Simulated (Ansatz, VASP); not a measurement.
# Two plane-wave programs on HfN

```
CELL_PARAMETERS angstrom
2.82503 0.00000 0.00000
0.00000 2.82503 0.00000
0.00000 0.00000 2.82503
ATOMIC_POSITIONS crystal
Hf 0.50000 0.50000 0.50000
N 0.00000 0.00000 0.00000
```

Alike in both runs: functional RPBE; k mesh 9 × 9 × 9; occupations fermi-dirac, width 0.05 eV; no spin polarisation.

|  | VASP | Ansatz |
| --- | --- | --- |
| version | VASP 6.6.1 | Ansatz 0.2.0 |
| potentials or method | VASP PAW PBE potentials, release 64 (Hf_pv, N) | Ansatz PAW |
| plane-wave cutoff (eV) | 520 | 420 |
| valence electrons in the cell | 15 | 31 |
| task | single point | band structure |

Ansatz gave:

- gap on the k mesh at the Fermi level (eV): none
- pressure (GPa): 4.8

Task: Estimate VASP's values.

Result: gap on the k mesh at the Fermi level (eV): none; pressure (GPa): 2.1.

VASP's potentials were made for PBE, not for RPBE. A gap of «none» marks a metal or a gap that the smearing closes. VASP's potentials hold 15 valence electrons a cell and Ansatz's 31, so a difference there can come from the potentials and not from the codes.

Spin-orbit coupling is off throughout.
